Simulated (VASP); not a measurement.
# W4N in VASP: notebook

Runs on W4N. Level: PBE. Tasks: single point.

All numbers are computed with VASP 6.6.1; they aren't measurements. Logs are shortened: lines on timing, memory, paths and dates and some standing lists are left out, and cuts for length are marked.

**1. The cell of the first run**

The typed cell holds 10 atoms: a = 5.116 Å, b = 4.255 Å, c = 7.427 Å, α = 106.35°, β = 92.12°, γ = 114.43°.

**2. Single point, PBE**

The input, INCAR:

```
SYSTEM = W4N
PREC     = Accurate       ! precision mode
ENCUT    = 520            ! plane-wave cutoff, eV
EDIFF    = 1E-6           ! SCF threshold, eV
ISMEAR   = 0              ! smearing method
SIGMA    = 0.1            ! smearing width, eV
LREAL    = .FALSE.        ! projectors in reciprocal space
LASPH    = .TRUE.         ! aspherical terms in the spheres
NELM     = 100            ! most SCF steps
ALGO     = Normal         ! electronic algorithm
ISIF     = 2              ! what is computed and relaxed
LWAVE    = .FALSE.        ! write WAVECAR
LCHARG   = .TRUE.         ! write CHGCAR
GGA      = PE             ! functional
LELF     = .TRUE.         ! ELF
LVHAR    = .TRUE.       
NBANDS   = 72             ! bands
```

The input, KPOINTS:

```
Automatic mesh
0
G
  4 4 2
  0 0 0
```

The input, POSCAR:

```
W4N
1.0
    5.0788037698     -0.6051695636     -0.1000447342
   -1.3056478645      4.0116669144     -0.5523394372
   -0.2882828562     -1.3054982595      7.3061446839
W N
8 2
Direct
    0.2551962765      0.4169690246      0.7775169727
    0.3173044597      0.2513100877      0.3843924738
    0.9272676171      0.6157153401      0.5037348825
    0.4826962082      0.1486918107      1.0156119002
    0.8727315951      0.7842986883      0.8962593923
    1.1062648033      0.5304263722      0.1546756536
    0.5448015707      0.9830150891      0.6224817863
    0.6937388142      0.8695724401      0.2453261375
    0.8554797747      0.2677313042      0.8796821572
    0.9445188805      0.1322698433      0.5203186439
```

Potentials or basis: VASP PAW PBE potentials, release 64 (W_sv, N).

Run with:

```bash
$ cat potpaw_PBE.64/W_sv/POTCAR potpaw_PBE.64/N/POTCAR > POTCAR
$ mpirun -np 1 vasp_std > vasp.out
```

OUTCAR:

```text
SYSTEM = W4N
   PREC = Accurate
   ENCUT = 520
   EDIFF = 1E-6
   ISMEAR = 0
   LREAL = .FALSE.
   LASPH = .TRUE.
   NELM = 100
   ISIF = 2
   GGA = PE

 ion  position               nearest neighbor table
   1  0.255  0.417  0.778-   9 2.11  10 2.13   4 2.81   4 2.82   7 2.84   7 2.85   5 2.85   2 2.87
                             6 2.89   5 2.99   5 2.99   3 3.09   3 3.11   7 3.30
   2  0.317  0.251  0.384-  10 2.13   6 2.75   6 2.77   7 2.81   7 2.82   3 2.82   4 2.87   1 2.87
                             8 2.90   3 3.01   3 3.02   8 3.03   8 3.03
   3  0.927  0.616  0.504-  10 2.13  10 2.13   6 2.76   2 2.82   7 2.85   5 2.85   8 2.89   8 2.91
                             7 2.99   7 2.99   2 3.01   2 3.02   1 3.09   1 3.11
   4  0.483  0.149  0.016-   9 2.13   8 2.75   8 2.77   1 2.81   1 2.82   5 2.82   2 2.87   7 2.87
                             6 2.90   5 3.01   5 3.02   6 3.03   6 3.03
   5  0.873  0.784  0.896-   9 2.13   9 2.13   8 2.76   4 2.82   1 2.85   3 2.85   6 2.89   6 2.91
                             1 2.99   1 2.99   4 3.01   4 3.02   7 3.09   7 3.11
   6  0.106  0.530  0.155-   9 2.10   8 2.70   2 2.75   3 2.76   2 2.77   5 2.89   1 2.89   4 2.90
                             5 2.91   8 3.01   8 3.01   4 3.03   4 3.03
   7  0.545  0.983  0.622-  10 2.11   9 2.13   2 2.81   2 2.82   1 2.84   1 2.85   3 2.85   4 2.87
                             8 2.89   3 2.99   3 2.99   5 3.09   5 3.11   1 3.30
   8  0.694  0.870  0.245-  10 2.10   6 2.70   4 2.75   5 2.76   4 2.77   3 2.89   7 2.89   2 2.90
                             3 2.91   6 3.01   6 3.01   2 3.03   2 3.03
   9  0.855  0.268  0.880-   6 2.10   1 2.11   7 2.13   5 2.13   4 2.13   5 2.13
  10  0.945  0.132  0.520-   8 2.10   7 2.11   1 2.13   3 2.13   2 2.13   3 2.13

  LATTYP: Found a triclinic cell.
 ALAT       =     5.1157098121
 B/A-ratio  =     2.5145062830
 C/A-ratio  =     3.9281173241
 COS(alpha) =     0.0025085748
 COS(beta)  =     0.5693979477
 COS(gamma) =     0.8167358418

  Lattice vectors:

 A1 = (  -5.0788037698,   0.6051695636,   0.1000447342)
 A2 = ( -10.4458903958,  -0.0951591323,   7.5062341523)
 A3 = ( -10.8866896917,   7.8330025606, -14.9645393366)

Analysis of symmetry for initial positions (statically):
=====================================================================
 Subroutine PRICEL returns:
 Original cell was already a primitive cell.

 Routine SETGRP: Setting up the symmetry group for a
 triclinic supercell.

 Subroutine GETGRP returns: Found  1 space group operations
 (whereof  1 operations were pure point group operations)
 out of a pool of  2 trial point group operations.

The static configuration has the point symmetry C_1 .

Analysis of symmetry for dynamics (positions and initial velocities):
=====================================================================
 Subroutine PRICEL returns:
 Original cell was already a primitive cell.

 Routine SETGRP: Setting up the symmetry group for a
 triclinic supercell.

 Subroutine GETGRP returns: Found  1 space group operations
 (whereof  1 operations were pure point group operations)
 out of a pool of  2 trial point group operations.

The dynamic configuration has the point symmetry C_1 .

 Subroutine INISYM returns: Found  1 space group operations
 (whereof  1 operations are pure point group operations),
 and found     1 'primitive' translations

----------------------------------------------------------------------------------------

                                     Primitive cell

  volume of cell :     139.0411

  direct lattice vectors                    reciprocal lattice vectors
     5.078803770 -0.605169564 -0.100044734     0.205613526  0.069752604  0.020576756
    -1.305647865  4.011666914 -0.552339437     0.032738975  0.266666627  0.048941120
    -0.288282856 -1.305498259  7.306144684     0.005290557  0.021114949  0.140852769

  length of vectors
     5.115709812  4.254793371  7.427461400     0.218095737  0.273090028  0.142524852

  position of ions in fractional coordinates (direct lattice)
     0.255196277  0.416969025  0.777516973
     0.317304460  0.251310088  0.384392474
     0.927267617  0.615715340  0.503734882
     0.482696208  0.148691811  0.015611900
     0.872731595  0.784298688  0.896259392
     0.106264803  0.530426372  0.154675654
     0.544801571  0.983015089  0.622481786
     0.693738814  0.869572440  0.245326138
     0.855479775  0.267731304  0.879682157
     0.944518880  0.132269843  0.520318644

  ion indices of the primitive-cell ions
   primitive index   ion index
                 1           1
                 2           2
                 3           3
                 4           4
                 5           5
                 6           6
                 7           7
                 8           8
                 9           9
                10          10

----------------------------------------------------------------------------------------

 KPOINTS: Automatic mesh

Automatic generation of k-mesh.
 Grid dimensions read from file:
 generate k-points for:    4    4    2

 Generating k-lattice:

  Cartesian coordinates                     Fractional coordinates (reciprocal lattice)
     0.051403381  0.017438151  0.005144189     0.250000000  0.000000000 -0.000000000
     0.008184744  0.066666657  0.012235280     0.000000000  0.250000000  0.000000000
     0.002645279  0.010557475  0.070426384     0.000000000  0.000000000  0.500000000

  Length of vectors
     0.054523934  0.068272507  0.071262426

  Shift w.r.t. Gamma in fractional coordinates (k-lattice)
     0.000000000  0.000000000  0.000000000

 Subroutine IBZKPT returns following result:
 ===========================================

 Found     20 irreducible k-points:

 Following reciprocal coordinates:
            Coordinates               Weight
  0.000000  0.000000  0.000000      1.000000
  0.250000  0.000000  0.000000      2.000000
  0.500000  0.000000  0.000000      1.000000
 -0.000000  0.250000  0.000000      2.000000
  0.250000  0.250000  0.000000      2.000000
  0.500000  0.250000  0.000000      2.000000
[... 12 lines left out ...]
  0.250000  0.500000  0.500000      2.000000
  0.500000  0.500000  0.500000      1.000000
   k-points           NKPTS =     20   k-points in BZ     NKDIM =     20   number of bands    NBANDS=     72
   number of dos      NEDOS =    301   number of ions     NIONS =     10
   total plane-waves  NPLWV =  71680
   dimension x,y,z NGX =    40 NGY =   32 NGZ =   56
   dimension x,y,z NGXF=    80 NGYF=   64 NGZF=  112
   ions per type =               8   2
   NGX,Y,Z   is equivalent  to a cutoff of  13.00, 12.50, 12.53 a.u.
   NGXF,Y,Z  is equivalent  to a cutoff of  26.00, 25.01, 25.07 a.u.
 SYSTEM =  W4N
   PREC   = accura    normal or accurate (medium, high low for compatibility)
   ISTART =      0    job   : 0-new  1-cont  2-samecut
   ICHARG =      2    charge: 1-file 2-atom 10-const
   ISPIN  =      1    spin polarized calculation?
   LNONCOLLINEAR =      F non collinear calculations
   LSORBIT =      F    spin-orbit coupling
   LASPH  =      T    aspherical Exc in radial PAW
   ENCUT  =  520.0 eV  38.22 Ry    6.18 a.u.   9.51  7.91 13.81*2*pi/ulx,y,z
   NELM   =    100;   NELMIN=  2; NELMDL= -5     # of ELM steps
   EDIFF  = 0.1E-05   stopping-criterion for ELM
   LREAL  =      F    real-space projection
[... 7 lines left out ...]
   TEBEG  =    0.0;   TEEND  =   0.0 temperature during run
   PSTRESS=    0.0 pullay stress
   NELECT =     122.0000    total number of electrons
   NUPDOWN=      -1.0000    fix difference up-down
   EMIN   =  10.00;   EMAX   =-10.00  energy-range for DOS
   EFERMI =   0.00;   METHOD = LEGACY
   ISMEAR =     0;   SIGMA  =   0.10  broadening in eV -4-tet -1-fermi 0-gaus
   EFERMI_NEDOS =   21; number of points for ismear=-14 and -15
   IALGO  =     38    algorithm
   IMIX   =      4    mixing-type and parameters
     AMIX     =   0.40;   BMIX     =  1.00
     AMIX_MAG =   1.60;   BMIX_MAG =  1.00
  volume/ion in A,a.u.               =      13.90        93.83
  Fermi-wavevector in a.u.,A,eV,Ry     =   1.567281  2.961732 33.420958  2.456371
  Thomas-Fermi vector in A             =   2.669484
   LORBIT       =      0    0 simple, 1 ext, 2 COOP (PROOUT), +10 PAW based schemes
   GGA     = PE    functional components
   LHFCALC =     F    Hartree Fock is set to
   AEXX    =    0.0000 exact exchange contribution
   IVDW    =     0    specifies the selected vdW correction
   LEPSILON=     F    determine dielectric tensor
   LRPA    =     F    only Hartree local field effects (RPA)
 non-spin polarized calculation
 Gauss-broadening in eV      SIGMA  =   0.10
  energy-cutoff  :      520.00
  volume of cell :      139.04
 maximum number of plane-waves:      3756
 NGX is ok and might be reduce to    40

 number of electron     122.0000005 magnetization

 Free energy of the ion-electron system (eV)
  ---------------------------------------------------
  ext. energy  EPLUGINS =         0.00000000
  ---------------------------------------------------
  free energy    TOTEN  =      -120.23073877 eV

  energy without entropy =     -120.20202344  energy(sigma->0) =     -120.21638110

 E-fermi :  11.2941     XC(G=0): -13.5852

 val. band max:       11.2545991731   @ k =  -0.0000   0.2500   0.5000
 cond. band min:      11.2964349930   @ k =   0.2500   0.5000  -0.0000
 fundamental gap:      0.0418358198
 Fermi energy:        11.2940537129

 k-point     1 :       0.0000    0.0000    0.0000
  band No.  band energies     occupation
      1     -63.0877      2.00000
      2     -63.0575      2.00000
      3     -63.0161      2.00000
      4     -62.9848      2.00000
      5     -62.7983      2.00000
      6     -62.7709      2.00000
[... 64 lines left out ...]
     71      14.1802      0.00000
     72      14.2476      0.00000
[... 1423 lines left out ...]
     71      13.8405      0.00000
     72      14.0513      0.00000

------------------------ aborting loop because EDIFF is reached ----------------------------------------

  FORCE on cell =-STRESS in cart. coord.  units (eV):
  Direction    XX          YY          ZZ          XY          YZ          ZX
  --------------------------------------------------------------------------------------
  -------------------------------------------------------------------------------------
  Total        0.7916569      0.6496249      1.0359475      0.1045889      0.0348247      0.0270087
  in kB        9.1222975      7.4856572     11.9372693      1.2051824      0.4012865      0.3112225
  external PRESSURE =       9.5150747 kB  Pullay stress =       0.0000000 kB

 VOLUME and BASIS-vectors are now :
 -----------------------------------------------------------------------------
  energy-cutoff  :      520.00
  volume of cell :      139.04
      direct lattice vectors                 reciprocal lattice vectors
     5.078803770 -0.605169564 -0.100044734     0.205613526  0.069752604  0.020576756
    -1.305647865  4.011666914 -0.552339437     0.032738975  0.266666627  0.048941120
    -0.288282856 -1.305498259  7.306144684     0.005290557  0.021114949  0.140852769

 POSITION                                       TOTAL-FORCE (eV/Angst)
 -----------------------------------------------------------------------------------
      0.52753      0.50326      5.42481         0.054469      0.034276     -0.014606
      1.17259      0.31433      2.63787         0.050909      0.022459     -0.026644
      3.76028      1.25127      3.24751        -0.020106     -0.010291      0.024866
      2.25288      0.28401     -0.01636        -0.050468     -0.022525      0.026667
      3.15004      1.44813      6.02769         0.020528      0.008508     -0.024491
     -0.19744      1.86166      0.82648         0.031307      0.020143      0.072289
      1.30402      2.80118      3.95048        -0.054766     -0.033375      0.014306
      2.31728      2.74833      1.24268        -0.031637     -0.019616     -0.072020
      3.74165     -0.59209      6.19362        -0.010234      0.001410     -0.044309
      4.47433     -0.72025      3.63397         0.009997     -0.000989      0.043941
 -----------------------------------------------------------------------------------
    total drift:                                0.000108      0.000065      0.000150

  FREE ENERGIE OF THE ION-ELECTRON SYSTEM (eV)
  ---------------------------------------------------
  free  energy   TOTEN  =      -120.2307387733 eV

  energy  without entropy=     -120.2020234358  energy(sigma->0) =     -120.21638110
```

Run time: 5.4 min. Hardware: 1 thread of AMD EPYC 7R13, shared host; peak memory 0.32 GiB.

What came out:

```
Free energy            : -120.2307 eV
Pressure               : 1.0 GPa
Largest force          : 0.081 eV/Å
Band gap on the k mesh : zero (bands 61 and 62 overlap by 0.86 eV)
```

Forces on the atoms (eV/Å):
```
W    0.054  0.034 -0.015
W    0.051  0.022 -0.027
W   -0.020 -0.010  0.025
W   -0.050 -0.023  0.027
W    0.021  0.009 -0.024
W    0.031  0.020  0.072
W   -0.055 -0.033  0.014
W   -0.032 -0.020 -0.072
N   -0.010  0.001 -0.044
N    0.010 -0.001  0.044
```

Caveat: the k points lie up to 0.45 Å⁻¹ apart, too coarse for converged energies and pressures of a metal; spin-orbit coupling is left out, which moves the levels of the heavy elements.

**3. Single point, PBE**

This run uses another cell than the first one, of the same volume but with other edges.

The input, INCAR:

```
SYSTEM = W4N
PREC = Accurate
ENCUT = 520
EDIFF = 1E-6
ISMEAR = 0
SIGMA = 0.1
LREAL = .False.
LASPH = .True.
NELM = 60
ALGO = Normal
ISIF = 2
LWAVE = .False.
LCHARG = .True.
GGA = PE
LELF = .True.
LVHAR = .True.
NBANDS = 72
```

The input, KPOINTS:

```
regular mesh
0
Gamma
  4 4 4
  0 0 0
```

The input, POSCAR:

```
W4N
1.0
    4.6528072604     -2.1271978457     -0.0102792569
    4.6528072604      2.1271978457     -0.0102792569
   -3.4180110895      0.0000000000      7.0326052033
W N
8 2
Direct
    0.3605173155      0.3605173155      0.5763662314
    0.1337429633      0.1337429633      0.1848008829
    0.8895688807      0.8895688807      0.3052843142
    0.8662570367      0.8662570367      0.8151991171
    0.1104311193      0.1104311193      0.6947156858
    0.6239531649      0.6239531649      0.9543970776
    0.6394826845      0.6394826845      0.4236337686
    0.3760468351      0.3760468351      0.0456029224
    0.6115299125      0.6115299125      0.6794930307
    0.3884700875      0.3884700875      0.3205069693
```

Potentials or basis: VASP PAW PBE potentials, release 64 (W_sv, N).

Run with:

```bash
$ cat potpaw_PBE.64/W_sv/POTCAR potpaw_PBE.64/N/POTCAR > POTCAR
$ mpirun -np 1 vasp_std > vasp.out
```

It took 6.7 min on 1 thread of AMD EPYC 7R13, shared host; peak memory 0.38 GiB.

It converged, with:

| Item | Value |
| --- | --- |
| Free energy | -120.2385 eV |
| Pressure | 0.8 GPa |
| Largest force | 0.069 eV/Å |
| Band gap on the k mesh | zero (bands 61 and 62 overlap by 0.96 eV) |

Forces in eV/Å, atoms in the order of the input:
```
W   -0.062  0.000  0.030
W   -0.049  0.000 -0.025
W    0.004  0.000  0.018
W    0.049  0.000  0.025
W   -0.004  0.000 -0.018
W   -0.009  0.000  0.053
W    0.062  0.000 -0.030
W    0.009  0.000 -0.053
N   -0.021  0.000 -0.027
N    0.021  0.000  0.027
```

Stress tensor (GPa, compression positive):
```
 0.72  0.00 -0.11
 0.00  0.78  0.00
-0.11  0.00  0.91
```

Levels at points of the mesh, in eV from the Fermi level:
| k point | band 58 | band 59 | band 60 | band 61 | band 62 | band 63 | band 64 | band 65 |
| --- | --- | --- | --- | --- | --- | --- | --- | --- |
| (0.00, 0.00, 0.00) | -1.29 | -1.24 | -0.42 | -0.36 | 0.32 | 0.33 | 0.53 | 0.57 |
| (0.50, 0.00, 0.00) | -1.35 | -1.05 | -0.93 | -0.24 | 0.14 | 0.17 | 0.60 | 0.89 |
| (0.50, 0.50, 0.00) | -1.05 | 0.07 | 0.29 | 0.36 | 0.89 | 1.13 | 1.25 | 1.43 |
| (0.00, 0.00, 0.50) | -0.94 | -0.65 | -0.52 | -0.42 | -0.17 | 0.66 | 0.75 | 0.84 |
| (0.50, 0.00, 0.50) | -1.64 | -0.85 | -0.77 | -0.54 | -0.19 | 0.43 | 0.51 | 1.26 |
| (0.50, 0.50, 0.50) | -0.30 | 0.12 | 0.15 | 0.63 | 0.86 | 1.04 | 1.46 | 1.64 |

Caveat: the k points lie up to 0.41 Å⁻¹ apart, too coarse for converged energies and pressures of a metal; spin-orbit coupling is left out, which moves the levels of the heavy elements.

The gap in the log of VASP goes by the Fermi energy; the results here count the filled bands.